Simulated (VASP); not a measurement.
# KBr (Pm-3m) in VASP: notebook

KBr is run at these levels: PBEsol; tasks: single point, relaxation of cell and atoms.

Everything below comes from runs of VASP 6.6.1. Logs are shortened: lines on timing, memory, paths and dates and some standing lists are left out, and cuts for length are marked.

### 1 The cell of the first run

It takes space group Pm-3m (No. 221, cubic). Conventional cell: a = 3.933 Å, b = 3.933 Å, c = 3.933 Å, α = 90.00°, β = 90.00°, γ = 90.00°. K (site symmetry m-3m) has 8 Br at 3.41 Å and 6 K at 3.93 Å within 4.5 Å. Br (site symmetry m-3m) has 8 K at 3.41 Å and 6 Br at 3.93 Å within 4.5 Å.

### 2 Single point, PBEsol

Contents of INCAR:

```
SYSTEM = KBr
PREC     = Accurate       ! precision mode
ENCUT    = 520            ! plane-wave cutoff, eV
EDIFF    = 1E-7           ! SCF threshold, eV
ISMEAR   = 0              ! smearing method
SIGMA    = 0.02           ! smearing width, eV
LREAL    = .False.        ! projectors in reciprocal space
LASPH    = .True.         ! aspherical terms in the spheres
NELM     = 60             ! most SCF steps
ALGO     = Normal         ! electronic algorithm
ISIF     = 2              ! what is computed and relaxed
LWAVE    = .False.        ! write WAVECAR
LCHARG   = .False.        ! write CHGCAR
GGA      = PS             ! functional
NBANDS   = 15             ! bands
```

Contents of KPOINTS:

```
Automatic mesh
0
Gamma
  6 6 6
  0 0 0
```

Contents of POSCAR:

```
KBr
1.0
    3.9328691039      0.0000000000      0.0000000000
    0.0000000000      3.9328691039      0.0000000000
    0.0000000000      0.0000000000      3.9328691039
K Br
1 1
Direct
    0.0000000000      0.0000000000      0.0000000000
    0.5000000000      0.5000000000      0.5000000000
```

Potentials or basis: VASP PAW PBE potentials, release 64 (K_sv, Br).

Launch:

```sh
cat potpaw_PBE.64/K_sv/POTCAR potpaw_PBE.64/Br/POTCAR > POTCAR
mpirun -np 1 vasp_std > vasp.out
```

OUTCAR:

```text
SYSTEM = KBr
   PREC = Accurate
   ENCUT = 520
   EDIFF = 1E-7
   ISMEAR = 0
   LREAL = .False.
   LASPH = .True.
   NELM = 60
   ISIF = 2
   GGA = PS

 ion  position               nearest neighbor table
   1  0.000  0.000  0.000-
   2  0.500  0.500  0.500-

  LATTYP: Found a simple cubic cell.
 ALAT       =     3.9328691039

  Lattice vectors:

 A1 = (   3.9328691039,   0.0000000000,   0.0000000000)
 A2 = (   0.0000000000,   3.9328691039,   0.0000000000)
 A3 = (   0.0000000000,   0.0000000000,   3.9328691039)

Analysis of symmetry for initial positions (statically):
=====================================================================
 Subroutine PRICEL returns:
 Original cell was already a primitive cell.

 Routine SETGRP: Setting up the symmetry group for a
 simple cubic supercell.

 Subroutine GETGRP returns: Found 48 space group operations
 (whereof 48 operations were pure point group operations)
 out of a pool of 48 trial point group operations.

The static configuration has the point symmetry O_h .

Analysis of symmetry for dynamics (positions and initial velocities):
=====================================================================
 Subroutine PRICEL returns:
 Original cell was already a primitive cell.

 Routine SETGRP: Setting up the symmetry group for a
 simple cubic supercell.

 Subroutine GETGRP returns: Found 48 space group operations
 (whereof 48 operations were pure point group operations)
 out of a pool of 48 trial point group operations.

The dynamic configuration has the point symmetry O_h .

 Subroutine INISYM returns: Found 48 space group operations
 (whereof 48 operations are pure point group operations),
 and found     1 'primitive' translations

----------------------------------------------------------------------------------------

                                     Primitive cell

  volume of cell :      60.8315

  direct lattice vectors                    reciprocal lattice vectors
     3.932869104  0.000000000  0.000000000     0.254267298  0.000000000  0.000000000
     0.000000000  3.932869104  0.000000000     0.000000000  0.254267298  0.000000000
     0.000000000  0.000000000  3.932869104     0.000000000  0.000000000  0.254267298

  length of vectors
     3.932869104  3.932869104  3.932869104     0.254267298  0.254267298  0.254267298

  position of ions in fractional coordinates (direct lattice)
     0.000000000  0.000000000  0.000000000
     0.500000000  0.500000000  0.500000000

  ion indices of the primitive-cell ions
[... 80 lines left out ...]
   PSTRESS=    0.0 pullay stress
   NELECT =      16.0000    total number of electrons
   NUPDOWN=      -1.0000    fix difference up-down
   EMIN   =  10.00;   EMAX   =-10.00  energy-range for DOS
   EFERMI =   0.00;   METHOD = LEGACY
   ISMEAR =     0;   SIGMA  =   0.02  broadening in eV -4-tet -1-fermi 0-gaus
   EFERMI_NEDOS =   21; number of points for ismear=-14 and -15
   IALGO  =     38    algorithm
   IMIX   =      4    mixing-type and parameters
     AMIX     =   0.40;   BMIX     =  1.00
     AMIX_MAG =   1.60;   BMIX_MAG =  1.00
  volume/ion in A,a.u.               =      30.42       205.26
  Fermi-wavevector in a.u.,A,eV,Ry     =   1.048911  1.982154 14.969326  1.100214
  Thomas-Fermi vector in A             =   2.183852
   LORBIT       =      0    0 simple, 1 ext, 2 COOP (PROOUT), +10 PAW based schemes
   GGA     = PS    functional components
   LHFCALC =     F    Hartree Fock is set to
   AEXX    =    0.0000 exact exchange contribution
   IVDW    =     0    specifies the selected vdW correction
   LEPSILON=     F    determine dielectric tensor
   LRPA    =     F    only Hartree local field effects (RPA)
 non-spin polarized calculation
 Gauss-broadening in eV      SIGMA  =   0.02
  energy-cutoff  :      520.00
  volume of cell :       60.83
 maximum number of plane-waves:      1662
 NGX is ok and might be reduce to    30
   NGX = 15   NGY = 15   NGZ = 15

 number of electron      15.9999999 magnetization

 Free energy of the ion-electron system (eV)
  ---------------------------------------------------
  ext. energy  EPLUGINS =         0.00000000
  ---------------------------------------------------
  free energy    TOTEN  =        -6.36385018 eV

  energy without entropy =       -6.36385018  energy(sigma->0) =       -6.36385018

 E-fermi :  -0.3278     XC(G=0):  -8.3687

 val. band max:       -0.4274577958   @ k =   0.5000   0.5000   0.0000
 cond. band min:       3.5303981925   @ k =   0.0000   0.0000   0.0000
 fundamental gap:      3.9578559883
 Fermi energy:        -0.3277632297

 k-point     1 :       0.0000    0.0000    0.0000
  band No.  band energies     occupation
      1     -28.8008      2.00000
      2     -13.4044      2.00000
      3     -12.2827      2.00000
      4     -12.2827      2.00000
      5     -12.2827      2.00000
      6      -0.7212      2.00000
      7      -0.7212      2.00000
      8      -0.7212      2.00000
      9       3.5304      0.00000
     10       5.1958      0.00000
     11       5.1958      0.00000
     12       9.3942      0.00000
     13       9.3942      0.00000
     14       9.3942      0.00000
[... 329 lines left out ...]
      2     -12.9380      2.00000
      3     -12.4279      2.00000
      4     -12.4279      2.00000
      5     -12.4279      2.00000
      6      -2.0997      2.00000
      7      -2.0997      2.00000
      8      -2.0997      2.00000
      9       7.0126      0.00000
     10       7.0126      0.00000
     11       7.0126      0.00000
     12       9.2716      0.00000
     13       9.2716      0.00000
     14       9.2716      0.00000
     15      11.0887      0.00000

------------------------ aborting loop because EDIFF is reached ----------------------------------------

  FORCE on cell =-STRESS in cart. coord.  units (eV):
  Direction    XX          YY          ZZ          XY          YZ          ZX
  --------------------------------------------------------------------------------------
  -------------------------------------------------------------------------------------
  Total        0.0255316      0.0255316      0.0255316     -0.0000000     -0.0000000      0.0000000
  in kB        0.6724509      0.6724509      0.6724509     -0.0000000     -0.0000000      0.0000000
  external PRESSURE =       0.6724509 kB  Pullay stress =       0.0000000 kB

 VOLUME and BASIS-vectors are now :
 -----------------------------------------------------------------------------
  energy-cutoff  :      520.00
  volume of cell :       60.83
      direct lattice vectors                 reciprocal lattice vectors
     3.932869104  0.000000000  0.000000000     0.254267298  0.000000000  0.000000000
     0.000000000  3.932869104  0.000000000     0.000000000  0.254267298  0.000000000
     0.000000000  0.000000000  3.932869104     0.000000000  0.000000000  0.254267298

 POSITION                                       TOTAL-FORCE (eV/Angst)
 -----------------------------------------------------------------------------------
      0.00000      0.00000      0.00000         0.000000      0.000000      0.000000
      1.96643      1.96643      1.96643         0.000000      0.000000      0.000000
 -----------------------------------------------------------------------------------
    total drift:                                0.000000      0.000000     -0.000000

  FREE ENERGIE OF THE ION-ELECTRON SYSTEM (eV)
  ---------------------------------------------------
  free  energy   TOTEN  =        -6.3638501775 eV

  energy  without entropy=       -6.3638501775  energy(sigma->0) =       -6.36385018
```

OSZICAR:

```text
N       E                     dE             d eps       ncg     rms          rms(c)
DAV:   1     0.967309364818E+02    0.96731E+02   -0.68795E+03   600   0.950E+02
DAV:   2    -0.106376390891E+01   -0.97795E+02   -0.91386E+02   783   0.233E+02
DAV:   3    -0.631906264088E+01   -0.52553E+01   -0.52299E+01   859   0.472E+01
DAV:   4    -0.654004234178E+01   -0.22098E+00   -0.22096E+00   831   0.839E+00
DAV:   5    -0.654176150302E+01   -0.17192E-02   -0.17191E-02   852   0.875E-01    0.292E+00
DAV:   6    -0.638888348252E+01    0.15288E+00   -0.12499E-01   719   0.229E+00    0.226E+00
DAV:   7    -0.636209897790E+01    0.26785E-01   -0.73387E-02   754   0.182E+00    0.108E+00
DAV:   8    -0.636361641560E+01   -0.15174E-02   -0.11604E-02   769   0.803E-01    0.109E-01
DAV:   9    -0.636374288472E+01   -0.12647E-03   -0.30167E-04   805   0.135E-01    0.739E-02
DAV:  10    -0.636385002155E+01   -0.10714E-03   -0.13925E-04   670   0.849E-02    0.118E-02
DAV:  11    -0.636384994707E+01    0.74475E-07   -0.71414E-06   805   0.177E-02    0.554E-03
DAV:  12    -0.636385008351E+01   -0.13644E-06   -0.23985E-06   684   0.113E-02    0.271E-03
DAV:  13    -0.636385017749E+01   -0.93979E-07   -0.12361E-07   718   0.284E-03
   1 F= -.63638502E+01 E0= -.63638502E+01  d E =-.253503E-14
```

stdout:

```text
POSCAR found type information on POSCAR K Br
 POSCAR found :  2 types and       2 ions
 scaLAPACK will be used
 -----------------------------------------------------------------------------
|                                                                             |
|                                                                             |
|     You enforced a specific xc type in the INCAR file but a different       |
|     I HOPE YOU KNOW WHAT YOU ARE DOING!                                     |
|                                                                             |
 -----------------------------------------------------------------------------

 LDA part: xc-table for (Slater+PW92), standard interpolation
 POSCAR, INCAR and KPOINTS ok, starting setup
 FFT: planning ... GRIDC
 FFT: planning ... GRID_SOFT
 FFT: planning ... GRID
 WAVECAR not read
 entering main loop
```

Run time: 8.4 s. Hardware: 1 thread of Intel Xeon 6975P-C (Granite Rapids), shared host; peak memory 0.17 GiB.

What came out:

- Free energy: -6.3639 eV
- Pressure: 0.1 GPa
- Band gap on the k mesh: 3.96 eV (least direct gap 4.25 eV)

Levels at points of the mesh, in eV from the valence-band top:
| k point | band 4 | band 5 | band 6 | band 7 | band 8 | band 9 | band 10 | band 11 | band 12 | band 13 |
| --- | --- | --- | --- | --- | --- | --- | --- | --- | --- | --- |
| (0.00, 0.00, 0.00) | -11.86 | -11.86 | -0.29 | -0.29 | -0.29 | 3.96 | 5.62 | 5.62 | 9.82 | 9.82 |
| (0.50, 0.00, 0.00) | -11.83 | -11.67 | -2.25 | -0.28 | -0.28 | 6.63 | 7.09 | 8.01 | 8.78 | 9.88 |
| (0.50, 0.50, 0.00) | -12.05 | -11.81 | -1.58 | -1.58 | 0.00 | 5.10 | 6.45 | 8.03 | 8.03 | 10.71 |
| (0.50, 0.50, 0.50) | -12.00 | -12.00 | -1.67 | -1.67 | -1.67 | 7.44 | 7.44 | 7.44 | 9.70 | 9.70 |

Caveat: the PAW data sets were made with another functional, which shifts forces and pressure a little.

### 3 Relaxation of cell and atoms, PBEsol

This run uses another cell than the first one, of 33.06 Å³/atom.

Contents of INCAR:

```
SYSTEM = KBr
ALGO     = Normal         ! electronic algorithm
EDIFF    = 1E-6           ! SCF threshold, eV
EDIFFG   = -0.005         ! ionic threshold
ENCUT    = 600            ! plane-wave cutoff, eV
GGA      = PS             ! functional
IBRION   = 2              ! ionic algorithm
ISIF     = 3              ! what is computed and relaxed
ISMEAR   = 0              ! smearing method
LASPH    = .TRUE.         ! aspherical terms in the spheres
LCHARG   = .FALSE.        ! write CHGCAR
LREAL    = .FALSE.        ! projectors in reciprocal space
LWAVE    = .FALSE.        ! write WAVECAR
NELM     = 100            ! most SCF steps
NSW      = 100            ! ionic steps
PREC     = Accurate       ! precision mode
SIGMA    = 0.02           ! smearing width, eV
```

Contents of KPOINTS:

```
k-points
0
G
  6 6 6
  0 0 0
```

Contents of POSCAR:

```
KBr
1.0
    4.0434990000      0.0000000000      0.0000000000
    0.0000000000      4.0434990000      0.0000000000
    0.0000000000      0.0000000000      4.0434990000
K Br
1 1
Direct
    0.0000000000      0.0000000000      0.0000000000
    0.5000000000      0.5000000000      0.5000000000
```

Potentials or basis: VASP PAW PBE potentials, release 64 (K_sv, Br).

Launch:

```sh
cat potpaw_PBE.64/K_sv/POTCAR potpaw_PBE.64/Br/POTCAR > POTCAR
mpirun -np 1 vasp_std > vasp.out
```

Run time: 19 s. Hardware: 1 thread of Intel Xeon 6975P-C (Granite Rapids), shared host; peak memory 0.19 GiB.

It converged, with:

```yaml
Free_energy: -6.3642 eV
Relaxed_volume: 30.53 Å³/atom
Relaxed_cell: a = 3.938 Å, b = 3.938 Å, c = 3.938 Å, α = 90.00°, β = 90.00°, γ = 90.00°
Space_group_after_relaxing_to_0.1_Å: Pm-3m (No. 221)
Energy_gained_by_relaxing: 10.2 meV/atom
Ionic_steps: 4
Pressure_after_relaxing: 0.0 GPa
Band_gap_on_the_k_mesh: 3.95 eV (least direct gap 4.24 eV)
```

Step by step:
| step | energy change (eV) | largest force (eV/Å) | pressure (GPa) | volume (Å³) |
| --- | --- | --- | --- | --- |
| 1 | 0.0000 | 0.0000 | -1.20 | 66.11 |
| 2 | -0.0141 | 0.0000 | -0.71 | 63.77 |
| 3 | -0.0203 | 0.0000 | -0.07 | 61.32 |
| 4 | -0.0204 | 0.0000 | 0.01 | 61.06 |

Final structure:
```cif
data_structure
_symmetry_space_group_name_H-M 'P 1'
_symmetry_Int_Tables_number 1
_cell_length_a 3.9378
_cell_length_b 3.9378
_cell_length_c 3.9378
_cell_angle_alpha 90.000
_cell_angle_beta 90.000
_cell_angle_gamma 90.000
_cell_volume 61.06
loop_
_atom_site_label
_atom_site_type_symbol
_atom_site_fract_x
_atom_site_fract_y
_atom_site_fract_z
_atom_site_occupancy
K1 K 0.00000 0.00000 0.00000 1
Br1 Br 0.50000 0.50000 0.50000 1
```

Levels at points of the mesh, in eV from the valence-band top:
| k point | band 6 | band 7 | band 8 | band 9 | band 10 | band 11 |
| --- | --- | --- | --- | --- | --- | --- |
| (0.00, 0.00, 0.00) | -0.29 | -0.29 | -0.29 | 3.95 | 5.63 | 5.63 |
| (0.50, 0.00, 0.00) | -2.24 | -0.28 | -0.28 | 6.62 | 7.09 | 7.99 |
| (0.50, 0.50, 0.00) | -1.57 | -1.57 | 0.00 | 5.10 | 6.45 | 8.03 |
| (0.50, 0.50, 0.50) | -1.66 | -1.66 | -1.66 | 7.43 | 7.43 | 7.43 |

Caveat: the PAW data sets were made with another functional, which shifts forces and pressure a little. A k mesh can miss the band edges.
